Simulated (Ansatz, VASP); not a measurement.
## Two plane-wave programs on EuS3

```
Eu S
1.0
     4.27167    0.00000    0.00000
     0.00000    4.27167    0.00000
     0.00000    0.00000    4.27167
Eu S
1 3
Direct
  0.00000 0.00000 0.00000
  0.50000 0.50000 0.00000
  0.50000 0.00000 0.50000
  0.00000 0.50000 0.50000
```

Change from the starting cell: species swapped into the Cu3Sb type (Pm-3m, No. 221).

Alike in both runs: functional PBE; k mesh 12 × 12 × 12; occupations gaussian, width 0.1 eV; collinear spin.

Ansatz relaxed the structure, and its values are those at the end. VASP's run is a single point on that final structure, the one shown.

```csv
,VASP,Ansatz
version,VASP 6.6.1,Ansatz 0.2.0
potentials or method,"VASP PAW PBE potentials, release 64 (Eu, S), cutoff 520 eV","scalar-relativistic, plane waves, PAW"
valence electrons in the cell,35,35
```

|  | VASP | Ansatz | Ansatz less VASP |
| --- | --- | --- | --- |
| gap on the k mesh at the Fermi level (eV) | none | none | - |
| pressure (GPa) | -0.1 | 0.0 | +0.10 |
| net moment per atom (μB) | 1.56 | 1.56 | +0.002 |
| size of the moment on the site where the two differ most (μB) | 6.34 | 6.50 | +0.161 |

Site moments also hang on the region over which each program counts them. A gap of «none» marks a metal or a gap that the smearing closes. Ansatz's warnings: given moment on shells.

Neither program's run includes spin-orbit coupling.
